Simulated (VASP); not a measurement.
# Cs (Fm-3m) in VASP: notebook

Runs on Cs. Level: PBEsol. Tasks: single point.

Everything below comes from runs of VASP 6.6.1. Logs are shortened: lines on timing, memory, paths and dates and some standing lists are left out, and cuts for length are marked.

### 1 The cell of the first run

The structure is cubic, space group Fm-3m (No. 225). Conventional cell: a = 7.616 Å, b = 7.616 Å, c = 7.616 Å, α = 90.00°, β = 90.00°, γ = 90.00°.

### 2 Single point, PBEsol

The input, INCAR:

```
SYSTEM = Cs
ALGO = Normal
EDIFF = 1E-6
ENCUT = 520
GGA = PS
ISIF = 2
ISMEAR = -1
LASPH = .TRUE.
LCHARG = .FALSE.
LREAL = .FALSE.
LWAVE = .FALSE.
NBANDS = 10
NELM = 100
PREC = Accurate
SIGMA = 0.1
```

The input, KPOINTS:

```
k-points
0
G
  8 8 8
  0 0 0
```

The input, POSCAR:

```
Cs
1.0
    0.0000000000      3.8081113733      3.8081113733
    3.8081113733      0.0000000000      3.8081113733
    3.8081113733      3.8081113733      0.0000000000
Cs
1
Direct
    0.0000000000      0.0000000000      0.0000000000
```

Potentials or basis: VASP PAW PBE potentials, release 64 (Cs_sv).

The run is started by

```sh
> cat potpaw_PBE.64/Cs_sv/POTCAR > POTCAR
> mpirun -np 1 vasp_std > vasp.out
```

OUTCAR:

```text
SYSTEM = Cs
   EDIFF = 1E-6
   ENCUT = 520
   GGA = PS
   ISIF = 2
   ISMEAR = -1
   LASPH = .TRUE.
   LREAL = .FALSE.
   NELM = 100
   PREC = Accurate

 ion  position               nearest neighbor table
   1  0.000  0.000  0.000-

  LATTYP: Found a face centered cubic cell.
 ALAT       =     7.6162227466

  Lattice vectors:

 A1 = (   0.0000000000,   3.8081113733,   3.8081113733)
 A2 = (   3.8081113733,   0.0000000000,   3.8081113733)
 A3 = (   3.8081113733,   3.8081113733,   0.0000000000)

Analysis of symmetry for initial positions (statically):
=====================================================================
 Subroutine PRICEL returns:
 Original cell was already a primitive cell.

 Routine SETGRP: Setting up the symmetry group for a
 face centered cubic supercell.

 Subroutine GETGRP returns: Found 48 space group operations
 (whereof 48 operations were pure point group operations)
 out of a pool of 48 trial point group operations.

The static configuration has the point symmetry O_h .

Analysis of symmetry for dynamics (positions and initial velocities):
=====================================================================
 Subroutine PRICEL returns:
 Original cell was already a primitive cell.

 Routine SETGRP: Setting up the symmetry group for a
 face centered cubic supercell.

 Subroutine GETGRP returns: Found 48 space group operations
 (whereof 48 operations were pure point group operations)
 out of a pool of 48 trial point group operations.

The dynamic configuration has the point symmetry O_h .

 Subroutine INISYM returns: Found 48 space group operations
 (whereof 48 operations are pure point group operations),
 and found     1 'primitive' translations

----------------------------------------------------------------------------------------

                                     Primitive cell

  volume of cell :     110.4483

  direct lattice vectors                    reciprocal lattice vectors
     0.000000000  3.808111373  3.808111373    -0.131298681  0.131298681  0.131298681
     3.808111373  0.000000000  3.808111373     0.131298681 -0.131298681  0.131298681
     3.808111373  3.808111373  0.000000000     0.131298681  0.131298681 -0.131298681

  length of vectors
     5.385482751  5.385482751  5.385482751     0.227415986  0.227415986  0.227415986

  position of ions in fractional coordinates (direct lattice)
     0.000000000  0.000000000  0.000000000

  ion indices of the primitive-cell ions
   primitive index   ion index
[... 72 lines left out ...]
   NELM   =    100;   NELMIN=  2; NELMDL= -5     # of ELM steps
   EDIFF  = 0.1E-05   stopping-criterion for ELM
   LREAL  =      F    real-space projection
   EDIFFG = 0.1E-04   stopping-criterion for IOM
   NSW    =      0    number of steps for IOM
   IBRION =     -1    ionic relax: 0-MD 1-quasi-New 2-CG
   NFREE  =      0    steps in history (QN), initial steepest desc. (CG)
   ISIF   =      2    stress and relaxation
   ISYM   =      2    0-nonsym 1-usesym 2-fastsym
   POTIM  = 0.5000    time-step for ionic-motion
   TEBEG  =    0.0;   TEEND  =   0.0 temperature during run
   PSTRESS=    0.0 pullay stress
   NELECT =       9.0000    total number of electrons
   NUPDOWN=      -1.0000    fix difference up-down
   EMIN   =  10.00;   EMAX   =-10.00  energy-range for DOS
   EFERMI =   0.00;   METHOD = LEGACY
   ISMEAR =    -1;   SIGMA  =   0.10  broadening in eV -4-tet -1-fermi 0-gaus
   EFERMI_NEDOS =   21; number of points for ismear=-14 and -15
   IALGO  =     38    algorithm
   IMIX   =      4    mixing-type and parameters
     AMIX     =   0.40;   BMIX     =  1.00
     AMIX_MAG =   1.60;   BMIX_MAG =  1.00
  volume/ion in A,a.u.               =     110.45       745.34
  Fermi-wavevector in a.u.,A,eV,Ry     =   0.709746  1.341225  6.853782  0.503739
  Thomas-Fermi vector in A             =   1.796409
   LORBIT       =      0    0 simple, 1 ext, 2 COOP (PROOUT), +10 PAW based schemes
   GGA     = PS    functional components
   LHFCALC =     F    Hartree Fock is set to
   AEXX    =    0.0000 exact exchange contribution
   IVDW    =     0    specifies the selected vdW correction
   LEPSILON=     F    determine dielectric tensor
   LRPA    =     F    only Hartree local field effects (RPA)
 non-spin polarized calculation
  energy-cutoff  :      520.00
  volume of cell :      110.45
 maximum number of plane-waves:      2996
   NGX = 21   NGY = 21   NGZ = 21

 number of electron       9.0000001 magnetization

 Free energy of the ion-electron system (eV)
  ---------------------------------------------------
  ext. energy  EPLUGINS =         0.00000000
  ---------------------------------------------------
  free energy    TOTEN  =        -0.96160605 eV

  energy without entropy =       -0.91843416  energy(sigma->0) =       -0.94002010

 E-fermi :   0.4576     XC(G=0):  -5.5817

 val. band max:        0.4250928832   @ k =   0.5000   0.0000   0.0000
 cond. band min:       0.5174793961   @ k =   0.5000   0.1250   0.0000
 fundamental gap:      0.0923865129
 Fermi energy:         0.4576111817

 k-point     1 :       0.0000    0.0000    0.0000
  band No.  band energies     occupation
      1     -23.3428      2.00000
      2     -10.0576      2.00000
      3     -10.0576      2.00000
      4     -10.0576      2.00000
      5      -1.2527      2.00000
      6       2.9526      0.00000
      7       2.9526      0.00000
      8       2.9526      0.00000
      9       4.0901      0.00000
     10       4.0901      0.00000
[... 287 lines left out ...]
 k-point    24 :      -0.3750    0.2500    0.1250
  band No.  band energies     occupation
      1     -23.3342      2.00000
      2     -10.1934      2.00000
      3     -10.1201      2.00000
      4     -10.0920      2.00000
      5       0.8941      0.02511
      6       1.2315      0.00087
      7       2.1603      0.00000
      8       3.0992      0.00000
      9       4.2251      0.00000
     10       4.9491      0.00000

 [... further k-points ...]
[... 5 lines left out ...]
  --------------------------------------------------------------------------------------
  -------------------------------------------------------------------------------------
  Total       -0.0239734     -0.0239734     -0.0239734      0.0000000      0.0000000     -0.0000000
  in kB       -0.3477620     -0.3477620     -0.3477620      0.0000000      0.0000000     -0.0000000
  external PRESSURE =      -0.3477620 kB  Pullay stress =       0.0000000 kB

 VOLUME and BASIS-vectors are now :
 -----------------------------------------------------------------------------
  energy-cutoff  :      520.00
  volume of cell :      110.45
      direct lattice vectors                 reciprocal lattice vectors
     0.000000000  3.808111373  3.808111373    -0.131298681  0.131298681  0.131298681
     3.808111373  0.000000000  3.808111373     0.131298681 -0.131298681  0.131298681
     3.808111373  3.808111373  0.000000000     0.131298681  0.131298681 -0.131298681

 POSITION                                       TOTAL-FORCE (eV/Angst)
 -----------------------------------------------------------------------------------
      0.00000      0.00000      0.00000         0.000000     -0.000000      0.000000
 -----------------------------------------------------------------------------------
    total drift:                               -0.000000     -0.000000     -0.000000

  FREE ENERGIE OF THE ION-ELECTRON SYSTEM (eV)
  ---------------------------------------------------
  free  energy   TOTEN  =        -0.9616060486 eV

  energy  without entropy=       -0.9184341583  energy(sigma->0) =       -0.94002010
```

OSZICAR:

```text
N       E                     dE             d eps       ncg     rms          rms(c)
DAV:   1     0.505141565044E+02    0.50514E+02   -0.28066E+03   580   0.612E+02
DAV:   2     0.377924982565E+01   -0.46735E+02   -0.45326E+02   744   0.108E+02
DAV:   3    -0.898658102539E+00   -0.46779E+01   -0.46737E+01   662   0.396E+01
DAV:   4    -0.961187883904E+00   -0.62530E-01   -0.62522E-01   730   0.540E+00
DAV:   5    -0.961546531113E+00   -0.35865E-03   -0.35864E-03   828   0.395E-01    0.125E-01
DAV:   6    -0.961343829533E+00    0.20270E-03   -0.10723E-03   736   0.159E-01    0.870E-02
DAV:   7    -0.961559271856E+00   -0.21544E-03   -0.28294E-03   720   0.272E-01    0.318E-02
DAV:   8    -0.961605308559E+00   -0.46037E-04   -0.88973E-05   666   0.637E-02    0.503E-03
DAV:   9    -0.961606048631E+00   -0.74007E-06   -0.25425E-06   892   0.839E-03
   1 F= -.96160605E+00 E0= -.94002010E+00  d E =-.431719E-01
```

Run time: 23 s. Hardware: 1 thread of Intel Xeon 6975P-C, shared host; peak memory 0.24 GiB.

Results:

| Item | Value |
| --- | --- |
| Free energy | -0.9616 eV |
| Pressure | 0.0 GPa |

Caveat: the PAW data sets were made with another functional, which shifts forces and pressure a little; spin-orbit coupling is left out, which moves the levels of the heavy elements.

### 3 Single point, PBEsol (volume scaled by 1.04)

INCAR: that of step 2 with these lines changed.

```diff
@@ -8,4 +8,6 @@
 LASPH = .TRUE.
-LCHARG = .FALSE.
+LCHARG = .TRUE.
+LELF = .TRUE.
 LREAL = .FALSE.
+LVHAR = .TRUE.
 LWAVE = .FALSE.
```

KPOINTS is that of step 2.

The input, POSCAR:

```
Cs
1.0
    0.0000000000      3.8582238487      3.8582238487
    3.8582238487      0.0000000000      3.8582238487
    3.8582238487      3.8582238487      0.0000000000
Cs
1
Direct
    0.0000000000      0.0000000000      0.0000000000
```

Potentials or basis: VASP PAW PBE potentials, release 64 (Cs_sv).

The run is started by

```sh
> cat potpaw_PBE.64/Cs_sv/POTCAR > POTCAR
> mpirun -np 1 vasp_std > vasp.out
```

Wall time 30 s (1 thread of Intel Xeon 6975P-C, shared host); peak memory 0.26 GiB.

It converged, with:

```
Free energy : -0.9600 eV
Pressure    : -0.1 GPa
```

Levels at points of the mesh, in eV from the Fermi level:
| k point | band 2 | band 3 | band 4 | band 5 | band 6 | band 7 | band 8 | band 9 |
| --- | --- | --- | --- | --- | --- | --- | --- | --- |
| (0.00, 0.00, 0.00) | -10.54 | -10.54 | -10.54 | -1.67 | 2.47 | 2.47 | 2.47 | 3.57 |
| (0.50, 0.00, 0.00) | -10.68 | -10.56 | -10.56 | -0.02 | 0.78 | 2.33 | 2.33 | 4.38 |
| (0.50, 0.50, 0.00) | -10.67 | -10.59 | -10.59 | 0.29 | 1.06 | 1.45 | 4.03 | 4.03 |

Caveat: the PAW data sets were made with another functional, which shifts forces and pressure a little; spin-orbit coupling is left out, which moves the levels of the heavy elements.

### 4 Single point, PBEsol (volume scaled by 1.08)

The input, INCAR:

```
SYSTEM = Cs
PREC     = Accurate       ! precision mode
ENCUT    = 520            ! plane-wave cutoff, eV
EDIFF    = 1E-6           ! SCF threshold, eV
ISMEAR   = -1             ! smearing method
SIGMA    = 0.1            ! smearing width, eV
LREAL    = .False.        ! projectors in reciprocal space
LASPH    = .True.         ! aspherical terms in the spheres
NELM     = 60             ! most SCF steps
ALGO     = Normal         ! electronic algorithm
ISIF     = 2              ! what is computed and relaxed
LWAVE    = .False.        ! write WAVECAR
LCHARG   = .False.        ! write CHGCAR
GGA      = PS             ! functional
NBANDS   = 10             ! bands
```

The input, KPOINTS:

```
regular mesh
0
Gamma
  8 8 8
  0 0 0
```

The input, POSCAR:

```
Cs
1.0
    0.0000000000      3.9070673104      3.9070673104
    3.9070673104      0.0000000000      3.9070673104
    3.9070673104      3.9070673104      0.0000000000
Cs
1
Direct
    0.0000000000      0.0000000000      0.0000000000
```

Potentials or basis: VASP PAW PBE potentials, release 64 (Cs_sv).

The run is started by

```sh
> cat potpaw_PBE.64/Cs_sv/POTCAR > POTCAR
> mpirun -np 1 vasp_std > vasp.out
```

OUTCAR:

```text
SYSTEM = Cs
   PREC = Accurate
   ENCUT = 520
   EDIFF = 1E-6
   ISMEAR = -1
   LREAL = .False.
   LASPH = .True.
   NELM = 60
   ISIF = 2
   GGA = PS

 ion  position               nearest neighbor table
   1  0.000  0.000  0.000-

  LATTYP: Found a face centered cubic cell.
 ALAT       =     7.8141346208

  Lattice vectors:

 A1 = (   0.0000000000,   3.9070673104,   3.9070673104)
 A2 = (   3.9070673104,   0.0000000000,   3.9070673104)
 A3 = (   3.9070673104,   3.9070673104,   0.0000000000)

Analysis of symmetry for initial positions (statically):
[... 483 lines left out ...]
      5       0.7027      0.02639
      6       1.0135      0.00119
      7       1.9581      0.00000
      8       2.8416      0.00000
      9       3.8508      0.00000
     10       4.5642      0.00000

 [... further k-points ...]
[... 5 lines left out ...]
  --------------------------------------------------------------------------------------
  -------------------------------------------------------------------------------------
  Total       -0.1241547     -0.1241547     -0.1241547      0.0000000      0.0000000     -0.0000000
  in kB       -1.6675972     -1.6675972     -1.6675972      0.0000000      0.0000000     -0.0000000
  external PRESSURE =      -1.6675972 kB  Pullay stress =       0.0000000 kB

 VOLUME and BASIS-vectors are now :
 -----------------------------------------------------------------------------
  energy-cutoff  :      520.00
  volume of cell :      119.28
      direct lattice vectors                 reciprocal lattice vectors
     0.000000000  3.907067310  3.907067310    -0.127973224  0.127973224  0.127973224
     3.907067310  0.000000000  3.907067310     0.127973224 -0.127973224  0.127973224
     3.907067310  3.907067310  0.000000000     0.127973224  0.127973224 -0.127973224

 POSITION                                       TOTAL-FORCE (eV/Angst)
 -----------------------------------------------------------------------------------
      0.00000      0.00000      0.00000         0.000000      0.000000      0.000000
 -----------------------------------------------------------------------------------
    total drift:                                0.000000     -0.000000     -0.000000

  FREE ENERGIE OF THE ION-ELECTRON SYSTEM (eV)
  ---------------------------------------------------
  free  energy   TOTEN  =        -0.9566058966 eV

  energy  without entropy=       -0.9139304960  energy(sigma->0) =       -0.93526820
```

stdout:

```text
POSCAR found type information on POSCAR Cs
 POSCAR found :  1 types and       1 ions
 scaLAPACK will be used
 -----------------------------------------------------------------------------
|                                                                             |
|                                                                             |
|     You enforced a specific xc type in the INCAR file but a different       |
|     I HOPE YOU KNOW WHAT YOU ARE DOING!                                     |
|                                                                             |
 -----------------------------------------------------------------------------

 LDA part: xc-table for (Slater+PW92), standard interpolation
 POSCAR, INCAR and KPOINTS ok, starting setup
 FFT: planning ... GRIDC
 FFT: planning ... GRID_SOFT
 FFT: planning ... GRID
 WAVECAR not read
 entering main loop
```

Run time: 26 s. Hardware: 1 thread of Intel Xeon 6975P-C, shared host; peak memory 0.25 GiB.

What came out:

| Property | Result |
| --- | --- |
| Free energy | -0.9566 eV |
| Pressure | -0.2 GPa |

Levels at points of the mesh, in eV from the Fermi level:
```
           k point  band 1  band 2  band 3  band 4  band 5  band 6  band 7  band 8  band 9  band 10
(0.00, 0.00, 0.00)  -23.85  -10.57  -10.57  -10.57   -1.63    2.45    2.45    2.45    3.51     3.51
(0.50, 0.00, 0.00)  -23.84  -10.69  -10.59  -10.59   -0.01    0.75    2.32    2.32    4.29     4.29
(0.50, 0.50, 0.00)  -23.84  -10.69  -10.62  -10.62    0.31    1.08    1.39    3.92    3.92     4.19
```

Caveat: the PAW data sets were made with another functional, which shifts forces and pressure a little; spin-orbit coupling is left out, which moves the levels of the heavy elements.

### 5 Summary

| cell | gap on the mesh (eV) | pressure (GPa) |
| --- | --- | --- |
| a = 5.385 Å, angles 60.0°, 1 atom | none | 0.0 |
| a = 5.456 Å, angles 60.0°, 1 atom | none | -0.1 |
| a = 5.525 Å, angles 60.0°, 1 atom | none | -0.2 |

Alike in all rows: task single point; level PBEsol; potentials or basis VASP PAW PBE potentials, release 64 (Cs_sv); no spin polarisation; k mesh 8 × 8 × 8; cutoff (eV) 520; smearing fermi-dirac 0.1 eV.

Caveats: the PAW data sets were made with another functional, which shifts forces and pressure a little; spin-orbit coupling is left out, which moves the levels of the heavy elements.

Total energies depend on the potentials used, so only differences within one code and one set of settings carry meaning.
